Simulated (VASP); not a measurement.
# InSb (F-43m) in VASP: notebook

Runs on InSb. Level: PBE. Tasks: single point.

Everything below comes from runs of VASP 6.6.1. Logs are shortened: lines on timing, memory, paths and dates and some standing lists are left out, and cuts for length are marked.

## Step 1: The cell of the first run

Symmetry: F-43m, No. 216, cubic system. Conventional cell: a = 6.516 Å, b = 6.516 Å, c = 6.516 Å, α = 90.00°, β = 90.00°, γ = 90.00°. Within 3.7 Å of In (site symmetry -43m) lie 4 Sb at 2.82 Å. Within 3.7 Å of Sb (site symmetry -43m) lie 4 In at 2.82 Å.

## Step 2: Single point, PBE

INCAR reads:

```
  PREC = Accurate
  ENCUT = 500
  EDIFF = 1E-6
  ISMEAR = 0
  SIGMA = 0.05
  LREAL = False
  LASPH = True
  NELM = 120
  ALGO = Normal
  ISIF = 2
  LWAVE = False
  LCHARG = True
  GGA = PE
  LELF = True
  LVHAR = True
  NBANDS = 16
  GGA_COMPAT = False
```

KPOINTS reads:

```
regular mesh
0
Gamma
  4 4 4
```

POSCAR reads:

```
InSb
1.0
    0.0000000000      3.2578483799      3.2578483799
    3.2578483799      0.0000000000      3.2578483799
    3.2578483799      3.2578483799      0.0000000000
In Sb
1 1
Direct
    0.0000000000      0.0000000000      0.0000000000
    0.2500000000      0.2500000000      0.2500000000
```

Potentials or basis: VASP PAW PBE potentials, release 64 (In_d, Sb).

Run with:

```
cat potpaw_PBE.64/In_d/POTCAR potpaw_PBE.64/Sb/POTCAR > POTCAR
mpirun -np 1 vasp_std > vasp.out
```

OUTCAR:

```text
PREC = Accurate
   ENCUT = 500
   EDIFF = 1E-6
   ISMEAR = 0
   LREAL = False
   LASPH = True
   NELM = 120
   ISIF = 2
   GGA = PE

 ion  position               nearest neighbor table
   1  0.000  0.000  0.000-   2 2.82   2 2.82   2 2.82   2 2.82
   2  0.250  0.250  0.250-   1 2.82   1 2.82   1 2.82   1 2.82

  LATTYP: Found a face centered cubic cell.
 ALAT       =     6.5156967598

  Lattice vectors:

 A1 = (   0.0000000000,   3.2578483799,   3.2578483799)
 A2 = (   3.2578483799,   0.0000000000,   3.2578483799)
 A3 = (   3.2578483799,   3.2578483799,   0.0000000000)

Analysis of symmetry for initial positions (statically):
=====================================================================
 Subroutine PRICEL returns:
 Original cell was already a primitive cell.

 Routine SETGRP: Setting up the symmetry group for a
 face centered cubic supercell.

 Subroutine GETGRP returns: Found 24 space group operations
 (whereof 24 operations were pure point group operations)
 out of a pool of 48 trial point group operations.

The static configuration has the point symmetry T_d .

Analysis of symmetry for dynamics (positions and initial velocities):
=====================================================================
 Subroutine PRICEL returns:
 Original cell was already a primitive cell.

 Routine SETGRP: Setting up the symmetry group for a
 face centered cubic supercell.

 Subroutine GETGRP returns: Found 24 space group operations
 (whereof 24 operations were pure point group operations)
 out of a pool of 48 trial point group operations.

The dynamic configuration has the point symmetry T_d .

 Subroutine INISYM returns: Found 24 space group operations
 (whereof 24 operations are pure point group operations),
 and found     1 'primitive' translations

----------------------------------------------------------------------------------------

                                     Primitive cell

  volume of cell :      69.1548

  direct lattice vectors                    reciprocal lattice vectors
     0.000000000  3.257848380  3.257848380    -0.153475528  0.153475528  0.153475528
     3.257848380  0.000000000  3.257848380     0.153475528 -0.153475528  0.153475528
     3.257848380  3.257848380  0.000000000     0.153475528  0.153475528 -0.153475528

  length of vectors
     4.607293363  4.607293363  4.607293363     0.265827412  0.265827412  0.265827412

  position of ions in fractional coordinates (direct lattice)
     0.000000000  0.000000000  0.000000000
     0.250000000  0.250000000  0.250000000

  ion indices of the primitive-cell ions
   primitive index   ion index
                 1           1
                 2           2

----------------------------------------------------------------------------------------

 KPOINTS: regular mesh

Automatic generation of k-mesh.
 Grid dimensions read from file:
 generate k-points for:    4    4    4

 Generating k-lattice:

  Cartesian coordinates                     Fractional coordinates (reciprocal lattice)
    -0.038368882  0.038368882  0.038368882     0.250000000  0.000000000  0.000000000
     0.038368882 -0.038368882  0.038368882     0.000000000  0.250000000  0.000000000
     0.038368882  0.038368882 -0.038368882     0.000000000  0.000000000  0.250000000

  Length of vectors
     0.066456853  0.066456853  0.066456853

  Shift w.r.t. Gamma in fractional coordinates (k-lattice)
     0.000000000  0.000000000  0.000000000

 Subroutine IBZKPT returns following result:
 ===========================================

 Found      8 irreducible k-points:

 Following reciprocal coordinates:
            Coordinates               Weight
  0.000000  0.000000  0.000000      1.000000
  0.250000  0.000000  0.000000      8.000000
  0.500000  0.000000  0.000000      4.000000
  0.250000  0.250000  0.000000      6.000000
  0.500000  0.250000  0.000000     24.000000
 -0.250000  0.250000  0.000000     12.000000
  0.500000  0.500000  0.000000      3.000000
 -0.250000  0.500000  0.250000      6.000000
   k-points           NKPTS =      8   k-points in BZ     NKDIM =      8   number of bands    NBANDS=     16
   number of dos      NEDOS =    301   number of ions     NIONS =      2
   total plane-waves  NPLWV =  46656
   dimension x,y,z NGX =    36 NGY =   36 NGZ =   36
   dimension x,y,z NGXF=    72 NGYF=   72 NGZF=   72
   ions per type =               1   1
   NGX,Y,Z   is equivalent  to a cutoff of  12.99, 12.99, 12.99 a.u.
   NGXF,Y,Z  is equivalent  to a cutoff of  25.98, 25.98, 25.98 a.u.
 SYSTEM =  unknown system
   PREC   = accura    normal or accurate (medium, high low for compatibility)
   ISTART =      0    job   : 0-new  1-cont  2-samecut
   ICHARG =      2    charge: 1-file 2-atom 10-const
   ISPIN  =      1    spin polarized calculation?
   LNONCOLLINEAR =      F non collinear calculations
   LSORBIT =      F    spin-orbit coupling
   LASPH  =      T    aspherical Exc in radial PAW
   ENCUT  =  500.0 eV  36.75 Ry    6.06 a.u.   8.40  8.40  8.40*2*pi/ulx,y,z
   NELM   =    120;   NELMIN=  2; NELMDL= -5     # of ELM steps
   EDIFF  = 0.1E-05   stopping-criterion for ELM
   LREAL  =      F    real-space projection
   EDIFFG = 0.1E-04   stopping-criterion for IOM
   NSW    =      0    number of steps for IOM
   IBRION =     -1    ionic relax: 0-MD 1-quasi-New 2-CG
   NFREE  =      0    steps in history (QN), initial steepest desc. (CG)
   ISIF   =      2    stress and relaxation
   ISYM   =      2    0-nonsym 1-usesym 2-fastsym
   POTIM  = 0.5000    time-step for ionic-motion
   TEBEG  =    0.0;   TEEND  =   0.0 temperature during run
   PSTRESS=    0.0 pullay stress
   NELECT =      18.0000    total number of electrons
   NUPDOWN=      -1.0000    fix difference up-down
   EMIN   =  10.00;   EMAX   =-10.00  energy-range for DOS
   EFERMI =   0.00;   METHOD = LEGACY
   ISMEAR =     0;   SIGMA  =   0.05  broadening in eV -4-tet -1-fermi 0-gaus
   EFERMI_NEDOS =   21; number of points for ismear=-14 and -15
   IALGO  =     38    algorithm
   IMIX   =      4    mixing-type and parameters
     AMIX     =   0.40;   BMIX     =  1.00
     AMIX_MAG =   1.60;   BMIX_MAG =  1.00
  volume/ion in A,a.u.               =      34.58       233.34
  Fermi-wavevector in a.u.,A,eV,Ry     =   1.045261  1.975257 14.865328  1.092571
  Thomas-Fermi vector in A             =   2.180049
   LORBIT       =      0    0 simple, 1 ext, 2 COOP (PROOUT), +10 PAW based schemes
   GGA     = PE    functional components
   LHFCALC =     F    Hartree Fock is set to
   AEXX    =    0.0000 exact exchange contribution
   IVDW    =     0    specifies the selected vdW correction
   LEPSILON=     F    determine dielectric tensor
   LRPA    =     F    only Hartree local field effects (RPA)
 non-spin polarized calculation
 Gauss-broadening in eV      SIGMA  =   0.05
  energy-cutoff  :      500.00
  volume of cell :       69.15
 maximum number of plane-waves:      1807
 NGX is ok and might be reduce to    36
   NGX = 17   NGY = 17   NGZ = 17

 number of electron      17.9999994 magnetization

 Free energy of the ion-electron system (eV)
  ---------------------------------------------------
  ext. energy  EPLUGINS =         0.00000000
  ---------------------------------------------------
  free energy    TOTEN  =        -6.77979319 eV

  energy without entropy =       -6.77858801  energy(sigma->0) =       -6.77919060

 E-fermi :   4.9800     XC(G=0):  -8.5884

 val. band max:        4.9647437829   @ k =   0.0000   0.0000   0.0000
 cond. band min:       5.4623377036   @ k =   0.5000   0.0000   0.0000
 fundamental gap:      0.4975939207
 Fermi energy:         4.9799722033

 k-point     1 :       0.0000    0.0000    0.0000
  band No.  band energies     occupation
      1      -9.6324      2.00000
      2      -9.6324      2.00000
      3      -9.6324      2.00000
      4      -9.5533      2.00000
      5      -9.5533      2.00000
      6      -5.6456      2.00000
      7       4.6715      2.00000
      8       4.9647      1.33333
      9       4.9647      1.33333
     10       4.9647      1.33333
     11       7.9041      0.00000
     12       7.9041      0.00000
     13       7.9041      0.00000
     14      10.6840      0.00000
     15      13.1919      0.00000
     16      13.1919      0.00000

 k-point     2 :       0.2500    0.0000    0.0000
  band No.  band energies     occupation
      1      -9.6542      2.00000
      2      -9.6226      2.00000
      3      -9.6226      2.00000
      4      -9.5534      2.00000
      5      -9.5534      2.00000
      6      -5.1196      2.00000
      7       1.3666      2.00000
      8       4.3802      2.00000
      9       4.3802      2.00000
     10       5.7848      0.00000
     11       8.6301      0.00000
     12       8.6301      0.00000
     13       9.6442      0.00000
     14      11.8375      0.00000
     15      12.2253      0.00000
     16      12.2253      0.00000

 k-point     3 :       0.5000    0.0000    0.0000
  band No.  band energies     occupation
      1      -9.6756      2.00000
      2      -9.6148      2.00000
      3      -9.6148      2.00000
      4      -9.5515      2.00000
      5      -9.5515      2.00000
      6      -4.3170      2.00000
      7      -0.5889      2.00000
      8       3.9788      2.00000
      9       3.9788      2.00000
     10       5.4623      0.00000
     11       8.7542      0.00000
     12       8.7542      0.00000
     13      11.0627      0.00000
     14      13.1611      0.00000
     15      14.0940      0.00000
     16      14.0940      0.00000

 k-point     4 :       0.2500    0.2500    0.0000
  band No.  band energies     occupation
      1      -9.6713      2.00000
      2      -9.6120      2.00000
      3      -9.6120      2.00000
      4      -9.5614      2.00000
      5      -9.5490      2.00000
      6      -4.9346      2.00000
      7       1.2933      2.00000
      8       3.5637      2.00000
      9       3.5637      2.00000
     10       6.5278      0.00000
     11       7.4443      0.00000
     12      10.2164      0.00000
     13      10.2164      0.00000
     14      10.9569      0.00000
     15      13.7173      0.00000
     16      13.8135      0.00000

 k-point     5 :       0.5000    0.2500    0.0000
  band No.  band energies     occupation
      1      -9.6885      2.00000
      2      -9.6054      2.00000
      3      -9.6022      2.00000
      4      -9.5615      2.00000
      5      -9.5489      2.00000
      6      -4.0786      2.00000
      7      -0.4311      2.00000
      8       2.3571      2.00000
      9       3.2654      2.00000
     10       6.7152      0.00000
     11       8.6051      0.00000
     12       9.9951      0.00000
     13      10.5279      0.00000
     14      13.2604      0.00000
     15      14.3260      0.00000
     16      14.6514      0.00000

 k-point     6 :      -0.2500    0.2500    0.0000
  band No.  band energies     occupation
      1      -9.6763      2.00000
      2      -9.6112      2.00000
      3      -9.6111      2.00000
      4      -9.5551      2.00000
      5      -9.5535      2.00000
      6      -4.3959      2.00000
      7       0.0715      2.00000
      8       2.2773      2.00000
      9       3.9257      2.00000
     10       6.9530      0.00000
     11       9.3865      0.00000
     12       9.4393      0.00000
     13       9.6849      0.00000
     14      11.7908      0.00000
     15      13.1110      0.00000
     16      14.7824      0.00000

 k-point     7 :       0.5000    0.5000    0.0000
  band No.  band energies     occupation
      1      -9.7065      2.00000
      2      -9.5911      2.00000
      3      -9.5911      2.00000
      4      -9.5713      2.00000
      5      -9.5447      2.00000
      6      -3.7228      2.00000
      7      -0.8956      2.00000
      8       2.7487      2.00000
      9       2.7487      2.00000
     10       6.2945      0.00000
     11       6.3252      0.00000
     12      13.0044      0.00000
     13      13.0044      0.00000
     14      13.6705      0.00000
     15      15.1250      0.00000
     16      15.4699      0.00000

 k-point     8 :      -0.2500    0.5000    0.2500
  band No.  band energies     occupation
      1      -9.6942      2.00000
      2      -9.6054      2.00000
      3      -9.5936      2.00000
      4      -9.5619      2.00000
      5      -9.5509      2.00000
      6      -3.6882      2.00000
      7      -0.7913      2.00000
      8       2.1648      2.00000
      9       2.2929      2.00000
     10       8.4012      0.00000
     11       8.9426      0.00000
     12       9.1446      0.00000
     13       9.8875      0.00000
     14      13.8967      0.00000
     15      14.6630      0.00000
     16      15.3742      0.00000

------------------------ aborting loop because EDIFF is reached ----------------------------------------

  FORCE on cell =-STRESS in cart. coord.  units (eV):
  Direction    XX          YY          ZZ          XY          YZ          ZX
  --------------------------------------------------------------------------------------
  -------------------------------------------------------------------------------------
  Total        1.1985879      1.1985879      1.1985879      0.0000000      0.0000000      0.0000000
  in kB       27.7688475     27.7688475     27.7688475      0.0000000      0.0000000      0.0000000
  external PRESSURE =      27.7688475 kB  Pullay stress =       0.0000000 kB

 VOLUME and BASIS-vectors are now :
 -----------------------------------------------------------------------------
  energy-cutoff  :      500.00
  volume of cell :       69.15
      direct lattice vectors                 reciprocal lattice vectors
     0.000000000  3.257848380  3.257848380    -0.153475528  0.153475528  0.153475528
     3.257848380  0.000000000  3.257848380     0.153475528 -0.153475528  0.153475528
     3.257848380  3.257848380  0.000000000     0.153475528  0.153475528 -0.153475528

 POSITION                                       TOTAL-FORCE (eV/Angst)
 -----------------------------------------------------------------------------------
      0.00000      0.00000      0.00000        -0.000000     -0.000000     -0.000000
      1.62892      1.62892      1.62892         0.000000      0.000000      0.000000
 -----------------------------------------------------------------------------------
    total drift:                                0.000000      0.000000      0.000000

  FREE ENERGIE OF THE ION-ELECTRON SYSTEM (eV)
  ---------------------------------------------------
  free  energy   TOTEN  =        -6.7797931872 eV

  energy  without entropy=       -6.7785880128  energy(sigma->0) =       -6.77919060
```

Run time: 12 s. Hardware: 1 thread of Intel Xeon Platinum 8259CL at 2.50GHz (Skylake/Cascade Lake), shared host; peak memory 0.2 GiB.

Results:

| Property | Result |
| --- | --- |
| Free energy | -6.7798 eV |
| Pressure | 2.8 GPa |
| Band gap on the k mesh | zero (filled and empty bands touch) |

Caveat: the k points lie up to 0.42 Å⁻¹ apart; spin-orbit coupling is left out, which moves the levels of the heavy elements.

## Step 3: Single point, PBE

This run uses another cell than the first one, of 36.95 Å³/atom, 1.069 times its volume.

INCAR reads:

```
SYSTEM = InSb
PREC = Accurate
ENCUT = 500
EDIFF = 1E-6
ISMEAR = 0
SIGMA = 0.05
LREAL = .False.
LASPH = .True.
NELM = 120
ALGO = Normal
ISIF = 2
LWAVE = .False.
LCHARG = .False.
GGA = PE
NBANDS = 16
GGA_COMPAT = .False.
```

KPOINTS reads:

```
Automatic mesh
0
Gamma
  4 4 4
  0 0 0
```

POSCAR reads:

```
InSb
1.0
    0.0000000000      3.3307854124      3.3307854124
    3.3307854124      0.0000000000      3.3307854124
    3.3307854124      3.3307854124      0.0000000000
In Sb
1 1
Direct
    0.0000000000      0.0000000000      0.0000000000
    0.2500000000      0.2500000000      0.2500000000
```

Potentials or basis: VASP PAW PBE potentials, release 64 (In_d, Sb).

Run with:

```
cat potpaw_PBE.64/In_d/POTCAR potpaw_PBE.64/Sb/POTCAR > POTCAR
mpirun -np 1 vasp_std > vasp.out
```

Run time: 11 s. Hardware: 1 thread of Intel Xeon Platinum 8259CL at 2.50GHz (Skylake/Cascade Lake), shared host; peak memory 0.2 GiB.

The run converged. Its results:

```
Free energy            : -6.8187 eV
Pressure               : 0.0 GPa
Band gap on the k mesh : zero (filled and empty bands touch)
```

Levels at points of the mesh, in eV from the Fermi level:
| k point | band 6 | band 7 | band 8 | band 9 | band 10 | band 11 | band 12 | band 13 |
| --- | --- | --- | --- | --- | --- | --- | --- | --- |
| (0.00, 0.00, 0.00) | -10.23 | -0.68 | -0.02 | -0.02 | -0.02 | 2.93 | 2.93 | 2.93 |
| (0.50, 0.00, 0.00) | -9.06 | -5.28 | -0.91 | -0.91 | 0.37 | 3.76 | 3.76 | 6.10 |
| (0.50, 0.50, 0.00) | -8.55 | -5.61 | -2.02 | -2.02 | 1.34 | 1.45 | 7.63 | 7.63 |

Caveat: the k points lie up to 0.41 Å⁻¹ apart; spin-orbit coupling is left out, which moves the levels of the heavy elements.
